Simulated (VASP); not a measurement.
# Pt: single point with LDA

Pt:

```
CELL_PARAMETERS angstrom
0.29202 2.09277 2.09277
2.09277 0.29202 2.09277
2.09277 2.09277 0.29202
ATOMIC_POSITIONS crystal
Pt 0.00000 0.00000 0.00000
```

| Quantity | Value |
| --- | --- |
| Program | VASP 6.6.1 |
| Task | single point |
| Functional | LDA |
| Potentials or basis | VASP PAW LDA potentials, release 64 (Pt) |
| Cutoff | 520 eV |
| k mesh | 20 × 20 × 20 |
| Occupations | gaussian, width 0.15 eV |
| Spin | no spin polarisation |

```yaml
Pressure: 25.5 GPa
Band_gap_on_the_k_mesh: zero (band 5 reaches 13.17 eV, above the bottom of band 6 at 10.23 eV)
```

Stress tensor (GPa, compression positive):
```
 25.47 -20.02 -20.02
-20.02  25.47 -20.02
-20.02 -20.02  25.47
```

Levels at points of the mesh, in eV from the Fermi level:
```csv
k point,band 2,band 3,band 4,band 5,band 6,band 7,band 8,band 9
"(0.00, 0.00, 0.00)",-5.58,-3.92,-3.92,-0.80,-0.80,12.76,17.07,22.67
"(0.50, 0.00, 0.00)",-5.36,-2.41,-1.08,0.36,1.33,7.97,13.32,17.38
"(0.50, 0.50, 0.00)",-6.85,-0.32,0.29,1.41,2.13,9.43,10.11,14.61
"(0.50, 0.50, 0.50)",-4.10,-4.10,-2.00,0.12,0.12,3.19,15.65,22.95
```

It took 36 s on 1 thread of Intel(R) Xeon(R) 6975P-C (Granite Rapids), on a shared host, peak memory 0.23 GiB.

Caveat: spin-orbit coupling is left out, which moves the levels of the heavy elements.
